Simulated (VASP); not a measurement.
Here is a VASP 6.6.1 calculation.

File INCAR:

```
SYSTEM = ReW5
ALGO = Normal
DIPOL = 0.5 0.5 0.500
EDIFF = 1E-6
ENCUT = 520
GGA = PE
IDIPOL = 3
ISIF = 2
ISMEAR = -1
LASPH = .TRUE.
LCHARG = .FALSE.
LDIPOL = .TRUE.
LREAL = .FALSE.
LWAVE = .FALSE.
NBANDS = 48
NELM = 100
PREC = Accurate
SIGMA = 0.08
```

Contents of KPOINTS:

```
k-points
0
G
  11 11 1
  0 0 0
```

File POSCAR:

```
ReW5
1.0
    3.1834185694      0.0000000000      0.0000000000
    0.0000000000      3.1834185694      0.0000000000
    0.0000000000      0.0000000000     23.9585000000
W Re
5 1
Direct
    0.2500000000      0.2500000000      0.3404682231
    0.7500000000      0.7500000000      0.3990730829
    0.7500000000      0.7500000000      0.5321487837
    0.2500000000      0.2500000000      0.6009269158
    0.7500000000      0.7500000000      0.6595317760
    0.2500000000      0.2500000000      0.4678512185
```

Potentials or basis: VASP PAW PBE potentials, release 64 (W_sv, Re).

Launch:

```bash
$ cat potpaw_PBE.64/W_sv/POTCAR potpaw_PBE.64/Re/POTCAR > POTCAR
$ mpirun -np 1 vasp_std > vasp.out
```

Problem. Predict the largest force.

Solution. 0.467 eV/Å.

Forces on the atoms (eV/Å):
```
W    0.000  0.000  0.467
W    0.000  0.000 -0.422
W    0.000  0.000 -0.287
W    0.000  0.000  0.134
W    0.000  0.000 -0.252
Re   0.000  0.000  0.362
```
